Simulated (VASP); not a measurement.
Set up this calculation in VASP 6.6.1, as the native input.

| Item | Value |
| --- | --- |
| Task | single point |
| Functional | PBE |
| Potentials or basis | VASP PAW PBE potentials, release 64 (Be) |
| Cutoff | 520 eV |
| k mesh | 19 × 19 × 11 |
| Occupations | fermi-dirac, width 0.08 eV |
| Spin | no spin polarisation |
| Dipole correction | no |
| Further INCAR settings | ALGO = Normal; EDIFF = 1e-07; NBANDS = 9 |

The structure of Be lies in POSCAR:

```
Be
1.0
    2.0943904635      0.0000000000      0.0000000000
   -1.0471952317      1.8137953468      0.0000000000
    0.0000000000      0.0000000000      3.3288966824
Be
2
Direct
    0.3333333333      0.6666666667      0.2500000000
    0.6666666667      0.3333333333      0.7500000000
```

This cell differs from its parent crystal: volume scaled by 0.8.

One way to write it, as run:

INCAR

```
SYSTEM = Be
  PREC = Accurate
  ENCUT = 520
  EDIFF = 1E-7
  ISMEAR = -1
  SIGMA = 0.08
  LREAL = .FALSE.
  LASPH = .TRUE.
  NELM = 80
  ALGO = Normal
  ISIF = 2
  LWAVE = .FALSE.
  LCHARG = .FALSE.
  GGA = PE
  NBANDS = 9
```

KPOINTS

```
Automatic mesh
0
G
  19 19 11
  0 0 0
```

Potentials or basis: VASP PAW PBE potentials, release 64 (Be).

The run is started by

```console
$ cat potpaw_PBE.64/Be/POTCAR > POTCAR
$ mpirun -np 1 vasp_std > vasp.out
```

Results of the run:

- Pressure: 40.0 GPa
- Band gap on the k mesh: zero (band 2 reaches 9.84 eV, above the bottom of band 3 at 8.23 eV)

It took 6.6 s on 1 thread of Intel(R) Xeon(R) 6975P-C (Granite Rapids), with other jobs on the host, peak memory 0.13 GiB.
